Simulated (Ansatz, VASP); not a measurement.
**SiC in VASP and in Ansatz**

```
Si C
1.0
     0.00000    2.13449    2.20587
     2.13449    0.00000    2.20587
     2.13449    2.13449    0.00000
Si C
1 1
Direct
  0.00000 0.00000 0.00000
  0.25000 0.25000 0.25000
```

Change from the starting cell: epitaxial_xy strain -2.0%.

Alike in both runs: task single point; functional HSE06; k mesh 8 × 8 × 8; no spin polarisation.

|  | VASP | Ansatz |
| --- | --- | --- |
| version | VASP 6.6.1 | Ansatz 0.2.0 |
| potentials or method | VASP PAW PBE potentials, release 64 (Si, C) | plane waves, PAW |
| plane-wave cutoff (eV) | 520 | 420 |
| occupations | gaussian, width 0.01 eV | fixed |
| valence electrons in the cell | 8 | 8 |

|  | VASP | Ansatz | Ansatz less VASP |
| --- | --- | --- | --- |
| gap on the k mesh at the Fermi level (eV) | 2.03 | 2.03 | -0.004 |
| pressure (GPa) | 5.0 | 5.5 | +0.43 |
| traceless stress, the component that is largest in VASP (GPa) | -6.54 | -6.50 | +0.040 |

Ansatz's warnings: stress exchange threshold loose, stress scf threshold loose.
